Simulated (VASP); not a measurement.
# Ir (Im-3m) in VASP: further runs

The runs below take Ir through single point, relaxation of cell and atoms, with PBE.

Everything below comes from runs of VASP 6.6.1. Logs are shortened: lines on timing, memory, paths and dates and some standing lists are left out, and cuts for length are marked.

### Step 1. The cell of the first run

The structure is cubic, space group Im-3m (No. 229). Conventional cell: a = 3.112 Å, b = 3.112 Å, c = 3.112 Å, α = 90.00°, β = 90.00°, γ = 90.00°. Ir (site symmetry m-3m) has 14 Ir at 2.70 to 3.11 Å within 3.6 Å.

### Step 2. Single point, PBE

The input, INCAR:

```
SYSTEM = Ir
PREC = Accurate
ENCUT = 520
EDIFF = 1E-6
ISMEAR = -1
SIGMA = 0.1
LREAL = .FALSE.
LASPH = .TRUE.
NELM = 100
ALGO = Normal
ISIF = 2
LWAVE = .FALSE.
LCHARG = .FALSE.
GGA = PE
NBANDS = 10
```

The input, KPOINTS:

```
regular mesh
0
G
  18 18 18
  0 0 0
```

The input, POSCAR:

```
Ir
1.0
    1.5561051285      1.5561051285      1.5561051285
   -1.5561051285      1.5561051285      1.5561051285
   -1.5561051285     -1.5561051285      1.5561051285
Ir
1
Direct
    0.0000000000      0.0000000000      0.0000000000
```

Potentials or basis: VASP PAW PBE potentials, release 64 (Ir).

On the command line:

```console
cat potpaw_PBE.64/Ir/POTCAR > POTCAR
mpirun -np 1 vasp_std > vasp.out
```

OUTCAR:

```text
SYSTEM = Ir
   PREC = Accurate
   ENCUT = 520
   EDIFF = 1E-6
   ISMEAR = -1
   LREAL = .FALSE.
   LASPH = .TRUE.
   NELM = 100
   ISIF = 2
   GGA = PE

 ion  position               nearest neighbor table
   1  0.000  0.000  0.000-

  LATTYP: Found a body centered cubic cell.
 ALAT       =     3.1122102570

  Lattice vectors:

 A1 = (   1.5561051285,  -1.5561051285,  -1.5561051285)
 A2 = (   1.5561051285,   1.5561051285,   1.5561051285)
 A3 = (  -1.5561051285,  -1.5561051285,   1.5561051285)

Analysis of symmetry for initial positions (statically):
=====================================================================
 Subroutine PRICEL returns:
 Original cell was already a primitive cell.

 Routine SETGRP: Setting up the symmetry group for a
 body centered cubic supercell.

 Subroutine GETGRP returns: Found 48 space group operations
 (whereof 48 operations were pure point group operations)
 out of a pool of 48 trial point group operations.

The static configuration has the point symmetry O_h .

Analysis of symmetry for dynamics (positions and initial velocities):
=====================================================================
 Subroutine PRICEL returns:
 Original cell was already a primitive cell.

 Routine SETGRP: Setting up the symmetry group for a
 body centered cubic supercell.

 Subroutine GETGRP returns: Found 48 space group operations
 (whereof 48 operations were pure point group operations)
 out of a pool of 48 trial point group operations.

The dynamic configuration has the point symmetry O_h .

 Subroutine INISYM returns: Found 48 space group operations
 (whereof 48 operations are pure point group operations),
 and found     1 'primitive' translations

----------------------------------------------------------------------------------------

                                     Primitive cell

  volume of cell :      15.0722

  direct lattice vectors                    reciprocal lattice vectors
     1.556105129  1.556105129  1.556105129     0.321315052  0.000000000  0.321315052
    -1.556105129  1.556105129  1.556105129    -0.321315052  0.321315052  0.000000000
    -1.556105129 -1.556105129  1.556105129     0.000000000 -0.321315052  0.321315052

  length of vectors
     2.695253144  2.695253144  2.695253144     0.454408104  0.454408104  0.454408104

  position of ions in fractional coordinates (direct lattice)
     0.000000000  0.000000000  0.000000000

  ion indices of the primitive-cell ions
   primitive index   ion index
                 1           1

----------------------------------------------------------------------------------------

 KPOINTS: regular mesh

Automatic generation of k-mesh.
 Grid dimensions read from file:
 generate k-points for:   18   18   18

 Generating k-lattice:

  Cartesian coordinates                     Fractional coordinates (reciprocal lattice)
     0.017850836  0.000000000  0.017850836     0.055555556  0.000000000  0.000000000
    -0.017850836  0.017850836  0.000000000     0.000000000  0.055555556  0.000000000
     0.000000000 -0.017850836  0.017850836     0.000000000  0.000000000  0.055555556

  Length of vectors
     0.025244895  0.025244895  0.025244895

  Shift w.r.t. Gamma in fractional coordinates (k-lattice)
     0.000000000  0.000000000  0.000000000

 Subroutine IBZKPT returns following result:
 ===========================================

 Found    195 irreducible k-points:

 Following reciprocal coordinates:
            Coordinates               Weight
  0.000000  0.000000  0.000000      1.000000
  0.055556  0.000000  0.000000     12.000000
  0.111111  0.000000  0.000000     12.000000
  0.166667  0.000000  0.000000     12.000000
  0.222222  0.000000  0.000000     12.000000
  0.277778  0.000000  0.000000     12.000000
[... 16 lines left out ...]
  0.444444  0.111111  0.000000     48.000000
  0.500000  0.111111  0.000000     48.000000
 [... further k-points ...]
   k-points           NKPTS =    195   k-points in BZ     NKDIM =    195   number of bands    NBANDS=     10
   number of dos      NEDOS =    301   number of ions     NIONS =      1
   total plane-waves  NPLWV =   8000
   dimension x,y,z NGX =    20 NGY =   20 NGZ =   20
   dimension x,y,z NGXF=    40 NGYF=   40 NGZF=   40
   ions per type =               1
   NGX,Y,Z   is equivalent  to a cutoff of  12.34, 12.34, 12.34 a.u.
   NGXF,Y,Z  is equivalent  to a cutoff of  24.67, 24.67, 24.67 a.u.
 SYSTEM =  Ir
   PREC   = accura    normal or accurate (medium, high low for compatibility)
   ISTART =      0    job   : 0-new  1-cont  2-samecut
   ICHARG =      2    charge: 1-file 2-atom 10-const
   ISPIN  =      1    spin polarized calculation?
   LNONCOLLINEAR =      F non collinear calculations
   LSORBIT =      F    spin-orbit coupling
   LASPH  =      T    aspherical Exc in radial PAW
   ENCUT  =  520.0 eV  38.22 Ry    6.18 a.u.   5.01  5.01  5.01*2*pi/ulx,y,z
   NELM   =    100;   NELMIN=  2; NELMDL= -5     # of ELM steps
   EDIFF  = 0.1E-05   stopping-criterion for ELM
   LREAL  =      F    real-space projection
   EDIFFG = 0.1E-04   stopping-criterion for IOM
   NSW    =      0    number of steps for IOM
   IBRION =     -1    ionic relax: 0-MD 1-quasi-New 2-CG
   NFREE  =      0    steps in history (QN), initial steepest desc. (CG)
   ISIF   =      2    stress and relaxation
   ISYM   =      2    0-nonsym 1-usesym 2-fastsym
   POTIM  = 0.5000    time-step for ionic-motion
   TEBEG  =    0.0;   TEEND  =   0.0 temperature during run
   PSTRESS=    0.0 pullay stress
   NELECT =       9.0000    total number of electrons
   NUPDOWN=      -1.0000    fix difference up-down
   EMIN   =  10.00;   EMAX   =-10.00  energy-range for DOS
   EFERMI =   0.00;   METHOD = LEGACY
   ISMEAR =    -1;   SIGMA  =   0.10  broadening in eV -4-tet -1-fermi 0-gaus
   EFERMI_NEDOS =   21; number of points for ismear=-14 and -15
   IALGO  =     38    algorithm
   IMIX   =      4    mixing-type and parameters
     AMIX     =   0.40;   BMIX     =  1.00
     AMIX_MAG =   1.60;   BMIX_MAG =  1.00
  volume/ion in A,a.u.               =      15.07       101.71
  Fermi-wavevector in a.u.,A,eV,Ry     =   1.378574  2.605127 25.857412  1.900466
  Thomas-Fermi vector in A             =   2.503623
   LORBIT       =      0    0 simple, 1 ext, 2 COOP (PROOUT), +10 PAW based schemes
   GGA     = PE    functional components
   LHFCALC =     F    Hartree Fock is set to
   AEXX    =    0.0000 exact exchange contribution
   IVDW    =     0    specifies the selected vdW correction
   LEPSILON=     F    determine dielectric tensor
   LRPA    =     F    only Hartree local field effects (RPA)
 non-spin polarized calculation
  energy-cutoff  :      520.00
  volume of cell :       15.07
 maximum number of plane-waves:       420
   NGX =  9   NGY =  9   NGZ =  9

 number of electron       9.0000002 magnetization

 Free energy of the ion-electron system (eV)
  ---------------------------------------------------
  ext. energy  EPLUGINS =         0.00000000
  ---------------------------------------------------
  free energy    TOTEN  =        -8.25270416 eV

  energy without entropy =       -8.17381326  energy(sigma->0) =       -8.21325871

 E-fermi :   9.1226     XC(G=0): -13.5946

 val. band max:        9.1204698130   @ k =  -0.4444   0.3889   0.2222
 cond. band min:       9.1238953238   @ k =   0.3889   0.2778   0.1667
 fundamental gap:      0.0034255108
 Fermi energy:         9.1225730830

 k-point     1 :       0.0000    0.0000    0.0000
  band No.  band energies     occupation
      1      -1.0981      2.00000
      2       5.7284      2.00000
      3       5.7284      2.00000
      4       5.7284      2.00000
      5       8.6212      1.98679
      6       8.6212      1.98679
      7      26.0517      0.00000
      8      26.0517      0.00000
      9      26.0517      0.00000
     10      36.5164      0.00000

 k-point     2 :       0.0556    0.0000    0.0000
  band No.  band energies     occupation
      1      -0.9617      2.00000
      2       5.6666      2.00000
      3       5.7253      2.00000
      4       5.8470      2.00000
      5       8.5361      1.99434
      6       8.6253      1.98624
      7      26.1302      0.00000
      8      26.2228      0.00000
      9      26.2629      0.00000
     10      35.0238      0.00000

 k-point     3 :       0.1111    0.0000    0.0000
  band No.  band energies     occupation
      1      -0.5649      2.00000
      2       5.4930      2.00000
      3       5.7039      2.00000
      4       6.1981      2.00000
      5       8.3365      1.99923
      6       8.6402      1.98406
      7      26.2815      0.00000
      8      26.5731      0.00000
      9      26.8803      0.00000
     10      33.3087      0.00000

 k-point     4 :       0.1667    0.0000    0.0000
  band No.  band energies     occupation
      1       0.0497      2.00000
      2       5.2383      2.00000
      3       5.6473      2.00000
      4       6.7662      2.00000
      5       8.1520      1.99988
      6       8.6717      1.97821
      7      26.2241      0.00000
      8      26.5356      0.00000
      9      27.8583      0.00000
     10      32.2846      0.00000
[... 222 lines left out ...]
 k-point    22 :       0.3889    0.1111    0.0000
  band No.  band energies     occupation
      1       2.2669      2.00000
      2       4.4539      2.00000
      3       5.7370      2.00000
      4       8.1424      1.99989
      5       9.0419      1.38291
      6      10.1205      0.00009
      7      21.0491      0.00000
      8      23.9171      0.00000
      9      27.1206      0.00000
     10      31.0293      0.00000

 k-point    23 :       0.4444    0.1111    0.0000
  band No.  band energies     occupation
      1       2.3917      2.00000
      2       4.2639      2.00000
      3       6.4962      2.00000
      4       8.3449      1.99916
      5       9.1755      0.74123
      6      11.1921      0.00000
      7      18.9342      0.00000
      8      23.0936      0.00000
      9      25.9776      0.00000
     10      32.2993      0.00000

 k-point    24 :       0.5000    0.1111    0.0000
  band No.  band energies     occupation
      1       2.3769      2.00000
      2       4.1466      2.00000
      3       7.2187      2.00000
      4       8.4114      1.99837
      5       9.4446      0.07684
      6      12.1091      0.00000
      7      17.2090      0.00000
      8      22.5525      0.00000
      9      25.1370      0.00000
     10      33.2065      0.00000

 [... further k-points ...]
[... 5 lines left out ...]
  --------------------------------------------------------------------------------------
  -------------------------------------------------------------------------------------
  Total        0.0440634      0.0440634      0.0440634      0.0000000     -0.0000000      0.0000000
  in kB        4.6839465      4.6839465      4.6839465      0.0000000     -0.0000000      0.0000000
  external PRESSURE =       4.6839465 kB  Pullay stress =       0.0000000 kB

 VOLUME and BASIS-vectors are now :
 -----------------------------------------------------------------------------
  energy-cutoff  :      520.00
  volume of cell :       15.07
      direct lattice vectors                 reciprocal lattice vectors
     1.556105129  1.556105129  1.556105129     0.321315052  0.000000000  0.321315052
    -1.556105129  1.556105129  1.556105129    -0.321315052  0.321315052  0.000000000
    -1.556105129 -1.556105129  1.556105129     0.000000000 -0.321315052  0.321315052

 POSITION                                       TOTAL-FORCE (eV/Angst)
 -----------------------------------------------------------------------------------
      0.00000      0.00000      0.00000        -0.000000      0.000000     -0.000000
 -----------------------------------------------------------------------------------
    total drift:                               -0.000000     -0.000000      0.000000

  FREE ENERGIE OF THE ION-ELECTRON SYSTEM (eV)
  ---------------------------------------------------
  free  energy   TOTEN  =        -8.2527041556 eV

  energy  without entropy=       -8.1738132625  energy(sigma->0) =       -8.21325871
```

Wall time 9.2 s (1 thread of Intel Xeon 6975P-C (Granite Rapids), shared host); peak memory 0.15 GiB.

What came out:

| Quantity | Value |
| --- | --- |
| Free energy | -8.2527 eV |
| Pressure | 0.5 GPa |

Caveat: spin-orbit coupling is left out, which moves the levels of the heavy elements.

(Part 1 of 3 ends here.)
